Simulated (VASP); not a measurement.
# Al12As in VASP: single point with PBEsol

Aim: the single point of Al12As with PBEsol.

Program: VASP 6.6.1. These are calculated values, not measurements. Logs are shortened: lines on timing, memory, paths and dates and some standing lists are left out, and cuts for length are marked.

## (1) The cell of the first run

The cell holds a slab with vacuum, 13 atoms: a = 5.728 Å, b = 5.728 Å, c = 17.677 Å, α = 90.00°, β = 90.00°, γ = 60.00°.

## (2) Single point, PBEsol

INCAR

```
SYSTEM = Al12As
  PREC = Accurate
  ENCUT = 520
  EDIFF = 1E-6
  ISMEAR = -1
  SIGMA = 0.1
  LREAL = .False.
  LASPH = .True.
  NELM = 100
  ALGO = Normal
  ISIF = 2
  LWAVE = .False.
  LCHARG = .True.
  GGA = PS
  LELF = .True.
  LVHAR = .True.
  NBANDS = 32
```

KPOINTS

```
regular mesh
0
Gamma
  3 3 1
  0 0 0
```

POSCAR

```
Al12As
1.0
    5.7275650000      0.0000000000      0.0000000000
    2.8637820000      4.9602170000      0.0000000000
    0.0000000000      0.0000000000     17.6765370000
Al As
12 1
Direct
    0.1666684945      0.1666660955      0.0565721668
    0.6666715499      0.1666660955      0.0565721668
    0.1666709227      0.6666643818      0.0565721668
    0.6666739781      0.6666643818      0.0565721668
   -0.2107103301      0.2611780896      0.1911234084
    0.2931927024      0.3070833393      0.1946082539
   -0.1833913559      0.7504711991      0.1984834473
    0.3376770200      0.7817399924      0.1866768361
   -0.0123023429     -0.0231643091      0.3334646373
    0.4713130322     -0.0594933649      0.3282882841
   -0.0311780522      0.4835473932      0.3208094436
    0.4805823045      0.5006434194      0.3230440442
    0.6446320814      0.1293491797      0.4236576429
```

Potentials or basis: VASP PAW PBE potentials, release 64 (Al, As).

Command:

```bash
$ cat potpaw_PBE.64/Al/POTCAR potpaw_PBE.64/As/POTCAR > POTCAR
$ mpirun -np 1 vasp_std > vasp.out
```

OUTCAR:

```text
SYSTEM = Al12As
   PREC = Accurate
   ENCUT = 520
   EDIFF = 1E-6
   ISMEAR = -1
   LREAL = .False.
   LASPH = .True.
   NELM = 100
   ISIF = 2
   GGA = PS

 ion  position               nearest neighbor table
   1  0.167  0.167  0.057-   6 2.78   4 2.86   2 2.86   3 2.86   3 2.86   2 2.86   4 2.86   8 2.99
                             5 3.07
   2  0.667  0.167  0.057-   5 2.61   1 2.86   3 2.86   4 2.86   4 2.86   3 2.86   1 2.86   6 3.08
                             7 3.27
   3  0.167  0.667  0.057-   8 2.71   4 2.86   2 2.86   1 2.86   1 2.86   2 2.86   4 2.86   6 3.04
                             7 3.10
   4  0.667  0.667  0.057-   7 2.77   8 2.83   1 2.86   3 2.86   2 2.86   2 2.86   3 2.86   1 2.86
                             5 3.15
   5  0.789  0.261  0.191-   2 2.61   6 2.72   8 2.81  12 2.83   7 2.85   7 2.89   9 2.90   8 2.96
                             6 3.03  11 3.04   1 3.07   4 3.15
   6  0.293  0.307  0.195-   7 2.64   5 2.72  11 2.75   1 2.78   8 2.86   8 2.89  12 2.95  10 2.98
                             5 3.03   3 3.04   2 3.08   7 3.10
   7  0.817  0.750  0.198-  11 2.54   6 2.64   8 2.67   4 2.77   5 2.85  10 2.86   5 2.89   8 3.08
                             3 3.10   6 3.10   9 3.10   2 3.27
   8  0.338  0.782  0.187-   7 2.67   3 2.71  12 2.78   5 2.81   4 2.83   6 2.86   6 2.89  10 2.89
                             5 2.96   1 2.99   7 3.08   9 3.12
   9  0.988  0.977  0.333-  13 2.33  10 2.67  12 2.78  11 2.86  11 2.89   5 2.90  12 2.96  10 3.07
                             7 3.10   8 3.12
  10  0.471  0.941  0.328-  13 2.46  12 2.49   9 2.67  11 2.74   7 2.86   8 2.89   6 2.98  11 3.00
                             9 3.07  12 3.24
  11  0.969  0.484  0.321-   7 2.54  10 2.74  12 2.75   6 2.75   9 2.86   9 2.89  12 2.98  10 3.00
                             5 3.04
  12  0.481  0.501  0.323-  10 2.49  13 2.56  11 2.75   9 2.78   8 2.78   5 2.83   6 2.95   9 2.96
                            11 2.98  10 3.24
  13  0.645  0.129  0.424-   9 2.33  10 2.46  12 2.56

  LATTYP: Found a hexagonal cell.
 ALAT       =     5.7275649303
 C/A-ratio  =     3.0862220185

  Lattice vectors:

 A1 = (  -2.8637820000,  -4.9602170000,   0.0000000000)
 A2 = (   5.7275650000,   0.0000000000,   0.0000000000)
 A3 = (   0.0000000000,   0.0000000000,  17.6765370000)

Analysis of symmetry for initial positions (statically):
=====================================================================
 Subroutine PRICEL returns:
 Original cell was already a primitive cell.

 Routine SETGRP: Setting up the symmetry group for a
 hexagonal supercell.

 Subroutine GETGRP returns: Found  1 space group operations
 (whereof  1 operations were pure point group operations)
 out of a pool of 24 trial point group operations.

The static configuration has the point symmetry C_1 .

Analysis of symmetry for dynamics (positions and initial velocities):
=====================================================================
 Subroutine PRICEL returns:
 Original cell was already a primitive cell.

 Routine SETGRP: Setting up the symmetry group for a
 hexagonal supercell.

 Subroutine GETGRP returns: Found  1 space group operations
 (whereof  1 operations were pure point group operations)
 out of a pool of 24 trial point group operations.

The dynamic configuration has the point symmetry C_1 .

 Subroutine INISYM returns: Found  1 space group operations
 (whereof  1 operations are pure point group operations),
 and found     1 'primitive' translations

----------------------------------------------------------------------------------------

                                     Primitive cell

  volume of cell :     502.1898

  direct lattice vectors                    reciprocal lattice vectors
     5.727565000  0.000000000  0.000000000     0.174594265 -0.100802024  0.000000000
     2.863782000  4.960217000  0.000000000     0.000000000  0.201604083  0.000000000
     0.000000000  0.000000000 17.676537000     0.000000000  0.000000000  0.056572167

  length of vectors
     5.727565000  5.727564930 17.676537000     0.201604081  0.201604083  0.056572167

  position of ions in fractional coordinates (direct lattice)
     0.166668495  0.166666095  0.056572167
     0.666671550  0.166666095  0.056572167
     0.166670923  0.666664382  0.056572167
     0.666673978  0.666664382  0.056572167
     0.789289670  0.261178090  0.191123408
     0.293192702  0.307083339  0.194608254
     0.816608644  0.750471199  0.198483447
     0.337677020  0.781739992  0.186676836
     0.987697657  0.976835691  0.333464637
     0.471313032  0.940506635  0.328288284
     0.968821948  0.483547393  0.320809444
     0.480582304  0.500643419  0.323044044
     0.644632081  0.129349180  0.423657643

  ion indices of the primitive-cell ions
   primitive index   ion index
                 1           1
                 2           2
                 3           3
                 4           4
                 5           5
                 6           6
                 7           7
                 8           8
                 9           9
                10          10
                11          11
                12          12
                13          13

----------------------------------------------------------------------------------------

 KPOINTS: regular mesh

Automatic generation of k-mesh.
 Grid dimensions read from file:
 generate k-points for:    3    3    1

 Generating k-lattice:

  Cartesian coordinates                     Fractional coordinates (reciprocal lattice)
     0.058198088 -0.033600675  0.000000000     0.333333333  0.000000000  0.000000000
     0.000000000  0.067201361  0.000000000     0.000000000  0.333333333  0.000000000
     0.000000000  0.000000000  0.056572167     0.000000000  0.000000000  1.000000000

  Length of vectors
     0.067201360  0.067201361  0.056572167

  Shift w.r.t. Gamma in fractional coordinates (k-lattice)
     0.000000000  0.000000000  0.000000000

 Subroutine IBZKPT returns following result:
 ===========================================

 Found      5 irreducible k-points:

 Following reciprocal coordinates:
            Coordinates               Weight
  0.000000  0.000000  0.000000      1.000000
  0.333333  0.000000  0.000000      2.000000
  0.333333  0.333333  0.000000      2.000000
  0.000000  0.333333  0.000000      2.000000
 -0.333333  0.333333  0.000000      2.000000
   k-points           NKPTS =      5   k-points in BZ     NKDIM =      5   number of bands    NBANDS=     32
   number of dos      NEDOS =    301   number of ions     NIONS =     13
   total plane-waves  NPLWV = 322560
   dimension x,y,z NGX =    48 NGY =   48 NGZ =  140
   dimension x,y,z NGXF=    96 NGYF=   96 NGZF=  280
   ions per type =              12   1
   NGX,Y,Z   is equivalent  to a cutoff of  13.93, 13.93, 13.17 a.u.
   NGXF,Y,Z  is equivalent  to a cutoff of  27.86, 27.86, 26.33 a.u.
 SYSTEM =  Al12As
   PREC   = accura    normal or accurate (medium, high low for compatibility)
   ISTART =      0    job   : 0-new  1-cont  2-samecut
   ICHARG =      2    charge: 1-file 2-atom 10-const
   ISPIN  =      1    spin polarized calculation?
   LNONCOLLINEAR =      F non collinear calculations
   LSORBIT =      F    spin-orbit coupling
   LASPH  =      T    aspherical Exc in radial PAW
   ENCUT  =  520.0 eV  38.22 Ry    6.18 a.u.  10.65 10.65 32.87*2*pi/ulx,y,z
   NELM   =    100;   NELMIN=  2; NELMDL= -5     # of ELM steps
   EDIFF  = 0.1E-05   stopping-criterion for ELM
   LREAL  =      F    real-space projection
   EDIFFG = 0.1E-04   stopping-criterion for IOM
   NSW    =      0    number of steps for IOM
   IBRION =     -1    ionic relax: 0-MD 1-quasi-New 2-CG
   NFREE  =      0    steps in history (QN), initial steepest desc. (CG)
   ISIF   =      2    stress and relaxation
   ISYM   =      2    0-nonsym 1-usesym 2-fastsym
   POTIM  = 0.5000    time-step for ionic-motion
   TEBEG  =    0.0;   TEEND  =   0.0 temperature during run
   PSTRESS=    0.0 pullay stress
   NELECT =      41.0000    total number of electrons
   NUPDOWN=      -1.0000    fix difference up-down
   EMIN   =  10.00;   EMAX   =-10.00  energy-range for DOS
   EFERMI =   0.00;   METHOD = LEGACY
   ISMEAR =    -1;   SIGMA  =   0.10  broadening in eV -4-tet -1-fermi 0-gaus
   EFERMI_NEDOS =   21; number of points for ismear=-14 and -15
   IALGO  =     38    algorithm
   IMIX   =      4    mixing-type and parameters
     AMIX     =   0.40;   BMIX     =  1.00
     AMIX_MAG =   1.60;   BMIX_MAG =  1.00
  volume/ion in A,a.u.               =      38.63       260.69
  Fermi-wavevector in a.u.,A,eV,Ry     =   0.710199  1.342082  6.862545  0.504383
  Thomas-Fermi vector in A             =   1.796983
   LORBIT       =      0    0 simple, 1 ext, 2 COOP (PROOUT), +10 PAW based schemes
   GGA     = PS    functional components
   LHFCALC =     F    Hartree Fock is set to
   AEXX    =    0.0000 exact exchange contribution
   IVDW    =     0    specifies the selected vdW correction
   LEPSILON=     F    determine dielectric tensor
   LRPA    =     F    only Hartree local field effects (RPA)
 non-spin polarized calculation
  energy-cutoff  :      520.00
  volume of cell :      502.19
 maximum number of plane-waves:     13577
 NGX is ok and might be reduce to    42
   NGX = 21   NGY = 21   NGZ = 65

 number of electron      41.0000000 magnetization

 Free energy of the ion-electron system (eV)
  ---------------------------------------------------
  ext. energy  EPLUGINS =         0.00000000
  ---------------------------------------------------
  free energy    TOTEN  =       -51.18159843 eV

  energy without entropy =      -50.99624696  energy(sigma->0) =      -51.08892269

 E-fermi :   0.9014     XC(G=0):  -5.4763

 val. band max:        0.7664118241   @ k =   0.3333   0.3333   0.0000
 cond. band min:       0.9241163472   @ k =  -0.3333   0.3333   0.0000
 fundamental gap:      0.1577045230
 Fermi energy:         0.9013566300

 k-point     1 :       0.0000    0.0000    0.0000
  band No.  band energies     occupation
      1     -10.3559      2.00000
      2      -9.1877      2.00000
      3      -7.4684      2.00000
      4      -5.0063      2.00000
      5      -3.9528      2.00000
      6      -3.9190      2.00000
[... 24 lines left out ...]
     31       4.3357      0.00000
     32       4.7789      0.00000

 k-point     2 :       0.3333    0.0000    0.0000
  band No.  band energies     occupation
      1     -10.1586      2.00000
      2      -8.6373      2.00000
      3      -6.9821      2.00000
      4      -6.8048      2.00000
      5      -5.3375      2.00000
      6      -5.0104      2.00000
[... 24 lines left out ...]
     31       4.0550      0.00000
     32       4.3027      0.00000

 k-point     3 :       0.3333    0.3333    0.0000
  band No.  band energies     occupation
      1     -10.1431      2.00000
      2      -8.6569      2.00000
      3      -7.1312      2.00000
      4      -6.6812      2.00000
      5      -5.3016      2.00000
      6      -4.9084      2.00000
[... 24 lines left out ...]
     31       4.1516      0.00000
     32       4.3218      0.00000

 k-point     4 :       0.0000    0.3333    0.0000
  band No.  band energies     occupation
      1     -10.1461      2.00000
      2      -8.6708      2.00000
      3      -7.1364      2.00000
      4      -6.6072      2.00000
      5      -5.2648      2.00000
      6      -4.9744      2.00000
[... 24 lines left out ...]
     31       3.9648      0.00000
     32       4.3565      0.00000

 k-point     5 :      -0.3333    0.3333    0.0000
  band No.  band energies     occupation
      1     -10.0453      2.00000
      2      -7.7773      2.00000
      3      -7.3948      2.00000
      4      -7.1216      2.00000
      5      -6.1951      2.00000
      6      -5.8547      2.00000
[... 24 lines left out ...]
     31       4.3192      0.00000
     32       4.4319      0.00000

------------------------ aborting loop because EDIFF is reached ----------------------------------------

  FORCE on cell =-STRESS in cart. coord.  units (eV):
  Direction    XX          YY          ZZ          XY          YZ          ZX
  --------------------------------------------------------------------------------------
  -------------------------------------------------------------------------------------
  Total       -0.5202918     -3.3921576     -0.8979669     -0.2390331      0.9176661      0.5402805
  in kB       -1.6599296    -10.8222786     -2.8648575     -0.7626071      2.9277055      1.7237012
  external PRESSURE =      -5.1156886 kB  Pullay stress =       0.0000000 kB

 VOLUME and BASIS-vectors are now :
 -----------------------------------------------------------------------------
  energy-cutoff  :      520.00
  volume of cell :      502.19
      direct lattice vectors                 reciprocal lattice vectors
     5.727565000  0.000000000  0.000000000     0.174594265 -0.100802024  0.000000000
     2.863782000  4.960217000  0.000000000     0.000000000  0.201604083  0.000000000
     0.000000000  0.000000000 17.676537000     0.000000000  0.000000000  0.056572167

 POSITION                                       TOTAL-FORCE (eV/Angst)
 -----------------------------------------------------------------------------------
      1.43190      0.82670      1.00000        -0.090714     -0.153749      0.271748
      4.29570      0.82670      1.00000        -0.331430     -0.154077     -0.089664
      2.86380      3.30680      1.00000        -0.178724     -0.068467      0.183323
      5.72760      3.30680      1.00000        -0.093438     -0.007983      0.101723
      5.26866      1.29550      3.37840         0.920426     -0.075100      0.281050
      2.55870      1.52320      3.44000        -0.022287     -0.457464     -0.156211
      6.82637      3.72250      3.50850         0.386980      0.885613     -0.658891
      4.17280      3.87760      3.29980        -0.519793      0.506423     -0.056628
      8.45455      4.84532      5.89450         0.690206     -0.465125     -0.913936
      5.39288      4.66512      5.80300         0.330833      1.061087     -0.031352
      6.93377      2.39850      5.67080         0.399805     -0.753093      0.529672
      4.18630      2.48330      5.71030        -0.830463     -0.893045      0.411243
      4.06260      0.64160      7.48880        -0.661401      0.574979      0.127924
 -----------------------------------------------------------------------------------
    total drift:                               -0.000107     -0.000066      0.000104

  FREE ENERGIE OF THE ION-ELECTRON SYSTEM (eV)
  ---------------------------------------------------
  free  energy   TOTEN  =       -51.1815984330 eV

  energy  without entropy=      -50.9962469561  energy(sigma->0) =      -51.08892269
```

Wall time 2.4 min (1 thread of Intel Xeon Platinum 8488C (Sapphire Rapids), shared host); peak memory 0.64 GiB.

What came out:

```
Free energy            : -51.1816 eV
Largest force          : 1.287 eV/Å
Band gap on the k mesh : zero (an odd number of electrons rules out a gap without spin polarisation)
```

Forces on the atoms (eV/Å):
```
Al  -0.091 -0.154  0.272
Al  -0.331 -0.154 -0.090
Al  -0.179 -0.068  0.183
Al  -0.093 -0.008  0.102
Al   0.920 -0.075  0.281
Al  -0.022 -0.457 -0.156
Al   0.387  0.886 -0.659
Al  -0.520  0.506 -0.057
Al   0.690 -0.465 -0.914
Al   0.331  1.061 -0.031
Al   0.400 -0.753  0.530
Al  -0.830 -0.893  0.411
As  -0.661  0.575  0.128
```

Levels at points of the mesh, in eV from the Fermi level:
```csv
k point,band 18,band 19,band 20,band 21,band 22,band 23
"(0.00, 0.00, 0.00)",-1.86,-1.74,-1.12,-0.60,-0.47,-0.32
```

Caveat: the k points lie up to 0.42 Å⁻¹ apart, too coarse for converged energies and pressures of a metal; there is no dipole correction, which matters where the two faces differ; the PAW data sets were made with another functional, which shifts forces and pressure a little.

The gap in the log of VASP goes by the Fermi energy; the results here count the filled bands.